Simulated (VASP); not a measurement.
# Ir (P6_3/mmc) in VASP: a series of runs

Ir is run at these levels: r2SCAN; tasks: single point.

Everything below comes from runs of VASP 6.6.1. Logs are shortened: lines on timing, memory, paths and dates and some standing lists are left out, and cuts for length are marked.

## (1) The cell of the first run

The structure is hexagonal, space group P6_3/mmc (No. 194). Conventional cell: a = 2.702 Å, b = 2.702 Å, c = 4.373 Å, α = 90.00°, β = 90.00°, γ = 120.00°. Within 3.5 Å of Ir (site symmetry -6m2) lie 12 Ir at 2.69 to 2.70 Å.

This isn't the form of Ir at room conditions, which is fcc.

## (2) Single point, r2SCAN (13.82 Å³/atom)

The input, POSCAR:

```
Ir
1.0
    2.7015893386      0.0000000000      0.0000000000
   -1.3507946693      2.3396449978      0.0000000000
    0.0000000000      0.0000000000      4.3732474603
Ir
2
Direct
    0.3333333333      0.6666666667      0.7500000000
    0.6666666667      0.3333333333      0.2500000000
```

The input, INCAR.step1:

```
PREC = Accurate
ENCUT = 550
ISMEAR = 0
SIGMA = 0.05
LREAL = F
LASPH = T
NELM = 120
NBANDS = 24
GGA = PE
ALGO = Normal
EDIFF = 1E-5
LWAVE = T
LCHARG = F
GGA_COMPAT = F
```

The input, INCAR.step2:

```
PREC = Accurate
ENCUT = 550
EDIFF = 1E-6
ISMEAR = 0
SIGMA = 0.05
LREAL = F
LASPH = T
NELM = 120
ALGO = Normal
ISIF = 2
LWAVE = F
LCHARG = F
METAGGA = R2SCAN
LMIXTAU = T
NBANDS = 24
ISTART = 1
GGA_COMPAT = F
```

The input, KPOINTS:

```
Automatic mesh
0
Gamma
  18 18 10
```

Potentials or basis: VASP PAW PBE potentials, release 64 (Ir_sv_GW).

Run with:

```sh
$ cat potpaw_PBE.64/Ir_sv_GW/POTCAR > POTCAR
$ cp INCAR.step1 INCAR
$ mpirun -np 1 vasp_std > vasp.out
$ cp INCAR.step2 INCAR
$ mpirun -np 1 vasp_std > vasp.out
```

OUTCAR:

```text
PREC = Accurate
   ENCUT = 550
   EDIFF = 1E-6
   ISMEAR = 0
   LREAL = F
   LASPH = T
   NELM = 120
   ISIF = 2
   METAGGA = R2SCAN
   ISTART = 1

 ion  position               nearest neighbor table
   1  0.333  0.667  0.750-   2 2.69   2 2.69   2 2.69   2 2.69   2 2.69   2 2.69
   2  0.667  0.333  0.250-   1 2.69   1 2.69   1 2.69   1 2.69   1 2.69   1 2.69

  LATTYP: Found a hexagonal cell.
 ALAT       =     2.7015893386
 C/A-ratio  =     1.6187684034

  Lattice vectors:

 A1 = (   2.7015893386,   0.0000000000,   0.0000000000)
 A2 = (  -1.3507946693,   2.3396449978,   0.0000000000)
 A3 = (   0.0000000000,   0.0000000000,   4.3732474603)

Analysis of symmetry for initial positions (statically):
=====================================================================
 Subroutine PRICEL returns:
 Original cell was already a primitive cell.

 Routine SETGRP: Setting up the symmetry group for a
 hexagonal supercell.

 Subroutine GETGRP returns: Found 24 space group operations
 (whereof 12 operations were pure point group operations)
 out of a pool of 24 trial point group operations.

The static configuration has the point symmetry D_3d.
 The point group associated with its full space group is D_6h.

Analysis of symmetry for dynamics (positions and initial velocities):
=====================================================================
 Subroutine PRICEL returns:
 Original cell was already a primitive cell.

 Routine SETGRP: Setting up the symmetry group for a
 hexagonal supercell.

 Subroutine GETGRP returns: Found 24 space group operations
 (whereof 12 operations were pure point group operations)
 out of a pool of 24 trial point group operations.

The dynamic configuration has the point symmetry D_3d.
 The point group associated with its full space group is D_6h.

 Subroutine INISYM returns: Found 24 space group operations
 (whereof 12 operations are pure point group operations),
 and found     1 'primitive' translations

----------------------------------------------------------------------------------------

                                     Primitive cell

  volume of cell :      27.6422

[... 79 lines left out ...]
   PREC   = accura    normal or accurate (medium, high low for compatibility)
   ISTART =      1    job   : 0-new  1-cont  2-samecut
   ICHARG =      0    charge: 1-file 2-atom 10-const
   ISPIN  =      1    spin polarized calculation?
   LNONCOLLINEAR =      F non collinear calculations
   LSORBIT =      F    spin-orbit coupling
   LASPH  =      T    aspherical Exc in radial PAW
   ENCUT  =  550.0 eV  40.42 Ry    6.36 a.u.   5.17  5.17  8.36*2*pi/ulx,y,z
   NELM   =    120;   NELMIN=  2; NELMDL=  0     # of ELM steps
   EDIFF  = 0.1E-05   stopping-criterion for ELM
   LREAL  =      F    real-space projection
   EDIFFG = 0.1E-04   stopping-criterion for IOM
   NSW    =      0    number of steps for IOM
   IBRION =     -1    ionic relax: 0-MD 1-quasi-New 2-CG
   NFREE  =      0    steps in history (QN), initial steepest desc. (CG)
   ISIF   =      2    stress and relaxation
   ISYM   =      2    0-nonsym 1-usesym 2-fastsym
   POTIM  = 0.5000    time-step for ionic-motion
   TEBEG  =    0.0;   TEEND  =   0.0 temperature during run
   PSTRESS=    0.0 pullay stress
   NELECT =      34.0000    total number of electrons
   NUPDOWN=      -1.0000    fix difference up-down
   EMIN   =  10.00;   EMAX   =-10.00  energy-range for DOS
   EFERMI =   0.00;   METHOD = LEGACY
   ISMEAR =     0;   SIGMA  =   0.05  broadening in eV -4-tet -1-fermi 0-gaus
   EFERMI_NEDOS =   21; number of points for ismear=-14 and -15
   IALGO  =     38    algorithm
   IMIX   =      4    mixing-type and parameters
     AMIX     =   0.40;   BMIX     =  1.00
     AMIX_MAG =   1.60;   BMIX_MAG =  1.00
  volume/ion in A,a.u.               =      13.82        93.27
  Fermi-wavevector in a.u.,A,eV,Ry     =   1.754056  3.314684 41.861195  3.076711
  Thomas-Fermi vector in A             =   2.824071
   LORBIT       =      0    0 simple, 1 ext, 2 COOP (PROOUT), +10 PAW based schemes
   METAGGA = R2SCAN    functional components
   LHFCALC =     F    Hartree Fock is set to
   AEXX    =    0.0000 exact exchange contribution
   IVDW    =     0    specifies the selected vdW correction
   LEPSILON=     F    determine dielectric tensor
   LRPA    =     F    only Hartree local field effects (RPA)
 non-spin polarized calculation
 Gauss-broadening in eV      SIGMA  =   0.05
  energy-cutoff  :      550.00
  volume of cell :       27.64
 maximum number of plane-waves:       825
 NGX is ok and might be reduce to    24
   NGX = 11   NGY = 11   NGZ = 17

 number of electron      34.0000000 magnetization

 Free energy of the ion-electron system (eV)
  ---------------------------------------------------
  ext. energy  EPLUGINS =         0.00000000
  ---------------------------------------------------
  free energy    TOTEN  =      -105.59996709 eV

  energy without entropy =     -105.59764773  energy(sigma->0) =     -105.59880741

 E-fermi :  13.2725     XC(G=0): -16.0805

 val. band max:       13.2623627027   @ k =   0.3333   0.1111   0.2000
 cond. band min:      13.2798476716   @ k =   0.3889   0.0000   0.1000
 fundamental gap:      0.0174849690
 Fermi energy:        13.2724607619

 k-point     1 :       0.0000    0.0000    0.0000
  band No.  band energies     occupation
      1     -81.9722      2.00000
      2     -81.8863      2.00000
      3     -38.6995      2.00000
      4     -37.8849      2.00000
      5     -37.8849      2.00000
      6     -37.7582      2.00000
[... 637 lines left out ...]
     23      24.5429      0.00000
     24      27.4051      0.00000

 [... further k-points ...]

------------------------ aborting loop because EDIFF is reached ----------------------------------------

  FORCE on cell =-STRESS in cart. coord.  units (eV):
  Direction    XX          YY          ZZ          XY          YZ          ZX
  --------------------------------------------------------------------------------------
  -------------------------------------------------------------------------------------
  Total        1.7742021      1.7742021      1.8700153     -0.0000000      0.0000000     -0.0000000
  in kB      102.8348481    102.8348481    108.3882942     -0.0000000      0.0000000     -0.0000000
  external PRESSURE =     104.6859968 kB  Pullay stress =       0.0000000 kB

 VOLUME and BASIS-vectors are now :
 -----------------------------------------------------------------------------
  energy-cutoff  :      550.00
  volume of cell :       27.64
      direct lattice vectors                 reciprocal lattice vectors
     2.701589339  0.000000000  0.000000000     0.370152482  0.213707635  0.000000000
    -1.350794669  2.339644998  0.000000000     0.000000000  0.427415271  0.000000000
     0.000000000  0.000000000  4.373247460     0.000000000  0.000000000  0.228663027

 POSITION                                       TOTAL-FORCE (eV/Angst)
 -----------------------------------------------------------------------------------
     -0.00000      1.55976      3.27994         0.000000      0.000000      0.000000
      1.35079      0.77988      1.09331        -0.000000     -0.000000      0.000000
 -----------------------------------------------------------------------------------
    total drift:                               -0.000001      0.000000     -0.000000

  FREE ENERGIE OF THE ION-ELECTRON SYSTEM (eV)
  ---------------------------------------------------
  free  energy   TOTEN  =      -105.5999670941 eV

  energy  without entropy=     -105.5976477297  energy(sigma->0) =     -105.59880741
```

OUTCAR.step1:

```text
PREC = Accurate
   ENCUT = 550
   ISMEAR = 0
   LREAL = F
   LASPH = T
[... 872 lines left out ...]
 -----------------------------------------------------------------------------------
     -0.00000      1.55976      3.27994        -0.000000      0.000000      0.000000
      1.35079      0.77988      1.09331         0.000000     -0.000000      0.000000
 -----------------------------------------------------------------------------------
    total drift:                               -0.000001      0.000000     -0.000000

  FREE ENERGIE OF THE ION-ELECTRON SYSTEM (eV)
  ---------------------------------------------------
  free  energy   TOTEN  =       -18.5981494779 eV

  energy  without entropy=      -18.5957664502  energy(sigma->0) =      -18.59695796
```

OSZICAR.step1:

```text
N       E                     dE             d eps       ncg     rms          rms(c)
DAV:   1     0.361618636186E+03    0.36162E+03   -0.26054E+04 11144   0.162E+03
DAV:   2    -0.106936144485E+02   -0.37231E+03   -0.36083E+03 12952   0.522E+02
DAV:   3    -0.206167484954E+02   -0.99231E+01   -0.98675E+01 12544   0.844E+01
DAV:   4    -0.206531127795E+02   -0.36364E-01   -0.36355E-01 12248   0.556E+00
DAV:   5    -0.206532507237E+02   -0.13794E-03   -0.13793E-03 12688   0.306E-01    0.100E+02
DAV:   6    -0.187926020776E+02    0.18606E+01   -0.31765E+00 11816   0.141E+01    0.526E+01
DAV:   7    -0.186358988032E+02    0.15670E+00   -0.11417E+00 13032   0.791E+00    0.889E+00
DAV:   8    -0.185988314169E+02    0.37067E-01   -0.14215E-01 11328   0.352E+00    0.858E-01
DAV:   9    -0.185984097587E+02    0.42166E-03   -0.25823E-03 13096   0.390E-01    0.710E-01
DAV:  10    -0.185981454170E+02    0.26434E-03   -0.41846E-04 11672   0.244E-01    0.402E-01
DAV:  11    -0.185981494779E+02   -0.40609E-05   -0.88886E-06  7920   0.307E-02
   1 F= -.18598149E+02 E0= -.18596958E+02  d E =-.238303E-02
```

It took 7.6 min on 1 thread of AMD EPYC 9R45 (Zen 5), shared host; peak memory 0.24 GiB.

Results:

| Property | Result |
| --- | --- |
| Free energy | -105.6000 eV |
| Pressure | 10.5 GPa |
| Band gap on the k mesh | zero (bands 17 and 18 overlap by 3.62 eV) |

Stress tensor (GPa, compression positive):
```
10.28  0.00  0.00
 0.00 10.28  0.00
 0.00  0.00 10.84
```

Levels at points of the mesh, in eV from the Fermi level:
| k point | band 15 | band 16 | band 17 | band 18 | band 19 | band 20 |
| --- | --- | --- | --- | --- | --- | --- |
| (0.00, 0.00, 0.00) | -3.45 | -2.62 | -2.62 | -0.84 | 0.28 | 0.28 |
| (0.50, 0.00, 0.00) | -3.21 | 0.76 | 1.05 | 1.21 | 3.19 | 4.77 |
| (0.00, 0.00, 0.50) | -4.30 | -4.30 | -0.53 | -0.53 | -0.53 | -0.53 |
| (0.50, 0.00, 0.50) | -1.05 | -1.05 | 1.03 | 1.03 | 2.16 | 2.16 |

Caveat: the cell stands under pressure; the PAW data sets were made with another functional, which shifts forces and pressure a little; spin-orbit coupling is left out, which moves the levels of the heavy elements.

## (3) Single point, r2SCAN (14.26 Å³/atom)

This run uses another cell than the first one, of 14.26 Å³/atom.

The input, POSCAR:

```
Ir
1.0
    2.7301670467      0.0000000000      0.0000000000
   -1.3650835233      2.3643940190      0.0000000000
    0.0000000000      0.0000000000      4.4195081512
Ir
2
Direct
    0.3333333333      0.6666666667      0.7500000000
    0.6666666667      0.3333333333      0.2500000000
```

The input, INCAR.step1:

```
SYSTEM = Ir
  PREC = Accurate
  ENCUT = 550
  ISMEAR = 0
  SIGMA = 0.05
  LREAL = .FALSE.
  LASPH = .TRUE.
  NELM = 120
  NBANDS = 24
  GGA = PE
  ALGO = Normal
  EDIFF = 1E-5
  LWAVE = .TRUE.
  LCHARG = .FALSE.
  GGA_COMPAT = .FALSE.
```

The input, INCAR.step2:

```
SYSTEM = Ir
  PREC = Accurate
  ENCUT = 550
  EDIFF = 1E-6
  ISMEAR = 0
  SIGMA = 0.05
  LREAL = .FALSE.
  LASPH = .TRUE.
  NELM = 120
  ALGO = Normal
  ISIF = 2
  LWAVE = .FALSE.
  LCHARG = .FALSE.
  METAGGA = R2SCAN
  LMIXTAU = .TRUE.
  NBANDS = 24
  ISTART = 1
  GGA_COMPAT = .FALSE.
```

The input, KPOINTS:

```
Automatic mesh
0
G
  18 18 10
  0 0 0
```

Potentials or basis: VASP PAW PBE potentials, release 64 (Ir_sv_GW).

Run with:

```sh
$ cat potpaw_PBE.64/Ir_sv_GW/POTCAR > POTCAR
$ cp INCAR.step1 INCAR
$ mpirun -np 1 vasp_std > vasp.out
$ cp INCAR.step2 INCAR
$ mpirun -np 1 vasp_std > vasp.out
```

Run time: 3.7 min. Hardware: 1 thread of Intel Xeon 6975P-C (Granite Rapids), shared host; peak memory 0.27 GiB.

Results (log left out):

```
Free energy            : -105.6325 eV
Pressure               : -2.2 GPa
Band gap on the k mesh : zero (bands 17 and 18 overlap by 3.43 eV)
```

Stress tensor (GPa, compression positive):
```
-2.32  0.00  0.00
 0.00 -2.32  0.00
 0.00  0.00 -2.10
```

Levels at points of the mesh, in eV from the Fermi level:
| k point | band 14 | band 15 | band 16 | band 17 | band 18 | band 19 | band 20 | band 21 |
| --- | --- | --- | --- | --- | --- | --- | --- | --- |
| (0.00, 0.00, 0.00) | -3.29 | -3.29 | -2.50 | -2.50 | -0.76 | 0.26 | 0.26 | 7.43 |
| (0.50, 0.00, 0.00) | -3.52 | -3.06 | 0.71 | 0.99 | 1.14 | 3.06 | 4.59 | 8.58 |
| (0.00, 0.00, 0.50) | -4.10 | -4.10 | -4.10 | -0.51 | -0.51 | -0.51 | -0.51 | 13.86 |
| (0.50, 0.00, 0.50) | -2.23 | -0.98 | -0.98 | 0.97 | 0.97 | 2.10 | 2.10 | 8.03 |

Caveat: the PAW data sets were made with another functional, which shifts forces and pressure a little; spin-orbit coupling is left out, which moves the levels of the heavy elements.

## (4) Single point, r2SCAN

This run uses another cell than the first one, of 14.26 Å³/atom.

The input, POSCAR:

```
Ir
1.0
    2.7294687938      0.0000000000      0.0000000000
   -1.3647343969      2.3637893143      0.0000000000
    0.0000000000      0.0000000000      4.4209756624
Ir
2
Direct
    0.3333333333      0.6666666667      0.7500000000
    0.6666666667      0.3333333333      0.2500000000
```

The input, INCAR.step1:

```
PREC     = Accurate       # precision mode
ENCUT    = 550            # plane-wave cutoff, eV
ISMEAR   = 0              # smearing method
SIGMA    = 0.05           # smearing width, eV
LREAL    = F              # projectors in reciprocal space
LASPH    = T              # aspherical terms in the spheres
NELM     = 120            # most SCF steps
NBANDS   = 24             # bands
GGA      = PE             # functional
ALGO     = Normal         # electronic algorithm
EDIFF    = 1E-5           # SCF threshold, eV
LWAVE    = T              # write WAVECAR
LCHARG   = F              # write CHGCAR
GGA_COMPAT= F
```

The input, INCAR.step2:

```
PREC     = Accurate       # precision mode
ENCUT    = 550            # plane-wave cutoff, eV
EDIFF    = 1E-6           # SCF threshold, eV
ISMEAR   = 0              # smearing method
SIGMA    = 0.05           # smearing width, eV
LREAL    = F              # projectors in reciprocal space
LASPH    = T              # aspherical terms in the spheres
NELM     = 120            # most SCF steps
ALGO     = Normal         # electronic algorithm
ISIF     = 2              # what is computed and relaxed
LWAVE    = F              # write WAVECAR
LCHARG   = F              # write CHGCAR
METAGGA  = R2SCAN         # meta-GGA
LMIXTAU  = T            
NBANDS   = 24             # bands
ISTART   = 1            
GGA_COMPAT= F
```

The input, KPOINTS:

```
Automatic mesh
0
Gamma
  18 18 10
```

Potentials or basis: VASP PAW PBE potentials, release 64 (Ir_sv_GW).

Run with:

```sh
$ cat potpaw_PBE.64/Ir_sv_GW/POTCAR > POTCAR
$ cp INCAR.step1 INCAR
$ mpirun -np 1 vasp_std > vasp.out
$ cp INCAR.step2 INCAR
$ mpirun -np 1 vasp_std > vasp.out
```

OUTCAR:

```text
PREC = Accurate
   ENCUT = 550
   EDIFF = 1E-6
   ISMEAR = 0
   LREAL = F
   LASPH = T
   NELM = 120
   ISIF = 2
   METAGGA = R2SCAN
   ISTART = 1

 ion  position               nearest neighbor table
   1  0.333  0.667  0.750-   2 2.71   2 2.71   2 2.71   2 2.71   2 2.71   2 2.71
   2  0.667  0.333  0.250-   1 2.71   1 2.71   1 2.71   1 2.71   1 2.71   1 2.71

  LATTYP: Found a hexagonal cell.
 ALAT       =     2.7294687938
 C/A-ratio  =     1.6197201714

  Lattice vectors:
[... 836 lines left out ...]

 [... further k-points ...]

------------------------ aborting loop because EDIFF is reached ----------------------------------------

  FORCE on cell =-STRESS in cart. coord.  units (eV):
  Direction    XX          YY          ZZ          XY          YZ          ZX
  --------------------------------------------------------------------------------------
  -------------------------------------------------------------------------------------
  Total       -0.3885635     -0.3885635     -0.3895871      0.0000000     -0.0000000      0.0000000
  in kB      -21.8256672    -21.8256672    -21.8831632      0.0000000     -0.0000000      0.0000000
  external PRESSURE =     -21.8448325 kB  Pullay stress =       0.0000000 kB

 VOLUME and BASIS-vectors are now :
 -----------------------------------------------------------------------------
  energy-cutoff  :      550.00
  volume of cell :       28.52
      direct lattice vectors                 reciprocal lattice vectors
     2.729468794  0.000000000  0.000000000     0.366371655  0.211524774  0.000000000
    -1.364734397  2.363789314  0.000000000     0.000000000  0.423049548  0.000000000
     0.000000000  0.000000000  4.420975662     0.000000000  0.000000000  0.226194414

 POSITION                                       TOTAL-FORCE (eV/Angst)
 -----------------------------------------------------------------------------------
     -0.00000      1.57586      3.31573         0.000000      0.000000      0.000000
      1.36473      0.78793      1.10524        -0.000000     -0.000000      0.000000
 -----------------------------------------------------------------------------------
    total drift:                               -0.000001      0.000000     -0.000000

  FREE ENERGIE OF THE ION-ELECTRON SYSTEM (eV)
  ---------------------------------------------------
  free  energy   TOTEN  =      -105.6324702787 eV

  energy  without entropy=     -105.6300890317  energy(sigma->0) =     -105.63127966
```

OUTCAR.step1:

```text
PREC = Accurate
   ENCUT = 550
   ISMEAR = 0
   LREAL = F
   LASPH = T
[... 872 lines left out ...]
 -----------------------------------------------------------------------------------
     -0.00000      1.57586      3.31573        -0.000000      0.000000      0.000000
      1.36473      0.78793      1.10524         0.000000     -0.000000      0.000000
 -----------------------------------------------------------------------------------
    total drift:                               -0.000001      0.000000     -0.000000

  FREE ENERGIE OF THE ION-ELECTRON SYSTEM (eV)
  ---------------------------------------------------
  free  energy   TOTEN  =       -18.6733978258 eV

  energy  without entropy=      -18.6709187721  energy(sigma->0) =      -18.67215830
```

It took 6.1 min on 1 thread of Intel Xeon Platinum 8375C at 2.90GHz (Ice Lake), shared host; peak memory 0.28 GiB.

Results:

```
Free energy            : -105.6325 eV
Pressure               : -2.2 GPa
Band gap on the k mesh : zero (bands 17 and 18 overlap by 3.43 eV)
```

Levels at points of the mesh, in eV from the Fermi level:
```
           k point  band 14  band 15  band 16  band 17  band 18  band 19  band 20  band 21
(0.00, 0.00, 0.00)    -3.29    -3.29    -2.49    -2.49    -0.76     0.27     0.27     7.43
(0.50, 0.00, 0.00)    -3.52    -3.07     0.72     0.98     1.15     3.07     4.59     8.58
(0.00, 0.00, 0.50)    -4.10    -4.10    -4.10    -0.51    -0.51    -0.51    -0.51    13.86
(0.50, 0.00, 0.50)    -2.23    -0.98    -0.98     0.97     0.97     2.10     2.10     8.03
```

Caveat: the PAW data sets were made with another functional, which shifts forces and pressure a little; spin-orbit coupling is left out, which moves the levels of the heavy elements.

(Continued in part 2 of 2.)
